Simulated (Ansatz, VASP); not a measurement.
**One calculation of AlCu3, two programs**

The input INCAR:

```
  PREC = Accurate
  ENCUT = 600
  EDIFF = 1E-6
  ISMEAR = -1
  SIGMA = 0.05
  LREAL = F
  LASPH = T
  NELM = 60
  ALGO = Normal
  ISIF = 3
  LWAVE = F
  LCHARG = F
  GGA = PS
  IBRION = 2
  NSW = 70
  EDIFFG = -0.005
```

Contents of KPOINTS:

```
Automatic mesh
0
Gamma
  11 11 11
```

POSCAR

```
AlCu3
1.0
    0.0000000000      2.8880109880      2.8880109880
    2.8880109880      0.0000000000      2.8880109880
    2.8880109880      2.8880109880      0.0000000000
Al Cu
1 3
Direct
    0.0000000000      0.0000000000      0.0000000000
    0.5000000000      0.5000000000      0.5000000000
    0.2500000000      0.2500000000      0.2500000000
    0.7500000000      0.7500000000      0.7500000000
```

Input for Ansatz:

```yaml
crystal:
  lattice:
    - [0.0, 2.888010988, 2.888010988]
    - [2.888010988, 0.0, 2.888010988]
    - [2.888010988, 2.888010988, 0.0]
  atoms:
    - { symbol: Al, position: [0.0, 0.0, 0.0] }
    - { symbol: Cu, position: [0.5, 0.5, 0.5] }
    - { symbol: Cu, position: [0.25, 0.25, 0.25] }
    - { symbol: Cu, position: [0.75, 0.75, 0.75] }
kpoints:
  mp_grid: { grid: [11, 11, 11] }
scf:
  occupations: { method: fermi_dirac, width: 0.05 }
hamiltonian:
  xc: pbesol
  pseudopotentials: { kind: paw }
output:
  forces: true
  stress: true
relax:
  f_tol: 0.005
  max_steps: 50
  cell: {}
```

Alike in both runs: task relaxation of cell and atoms; functional PBEsol; k mesh 11 × 11 × 11; occupations fermi-dirac, width 0.05 eV; no spin polarisation.

```csv
,VASP,Ansatz
version,VASP 6.6.1,Ansatz 0.2.0
potentials or method,"VASP PAW PBE potentials, release 64 (Al, Cu)","PAW with Ansatz's default frozen-core files, scalar-relativistic"
plane-wave cutoff (eV),600,420
valence electrons in the cell,36,60
```

VASP gave:

| Item | Value |
| --- | --- |
| relaxed volume (Å³/atom) | 12.06 |
| relaxed cell length with the largest relative difference (Å) | 4.086 |

**Question.** Estimate Ansatz's values.

**Answer.** Relaxed volume (Å³/atom): 11.99; relaxed cell length with the largest relative difference (Å): 4.078.

VASP's potentials were made for PBE, not for PBEsol. VASP's potentials hold 36 valence electrons a cell and Ansatz's 60, so a difference there can come from the potentials and not from the codes.
